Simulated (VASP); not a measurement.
Set up this calculation in VASP 6.6.1, as the native input.

| Property | Result |
| --- | --- |
| Task | single point |
| Functional | PBE |
| Potentials or basis | VASP PAW PBE potentials, release 64 (Li_sv, F) |
| Cutoff | 520 eV |
| k mesh | 6 × 6 × 4 |
| Occupations | gaussian, width 0.1 eV |
| Spin | no spin polarisation |
| Dipole correction | no |
| Further INCAR settings | ALGO = Normal; EDIFF = 1e-07; NBANDS = 16 |

The structure of LiF2 lies in POSCAR:

```
LiF2
1.0
    3.3373404014      0.0000000000      0.0000000000
   -1.6686702007      2.8902215687      0.0000000000
    0.0000000000      0.0000000000      3.7855666918
Li F
1 2
Direct
    0.3333333333      0.6666666667     -0.0833695876
    0.3333333333      0.6666666667      0.4166415506
    0.6666666667      0.3333333333      0.9167280370
```

The input as run:

INCAR

```
PREC = Accurate ; ENCUT = 520
EDIFF = 1E-7 ; ISMEAR = 0
SIGMA = 0.1 ; LREAL = False
LASPH = True ; NELM = 100
ALGO = Normal ; ISIF = 2
LWAVE = False ; LCHARG = False
GGA = PE ; NBANDS = 16
```

KPOINTS

```
regular mesh
0
Gamma
  6 6 4
```

Potentials or basis: VASP PAW PBE potentials, release 64 (Li_sv, F).

Command:

```bash
$ cat potpaw_PBE.64/Li_sv/POTCAR potpaw_PBE.64/F/POTCAR > POTCAR
$ mpirun -np 1 vasp_std > vasp.out
```

Run time: 11 s on 1 thread of Intel(R) Xeon(R) Platinum 8488C (Sapphire Rapids), with other jobs on the host, peak memory 0.14 GiB.
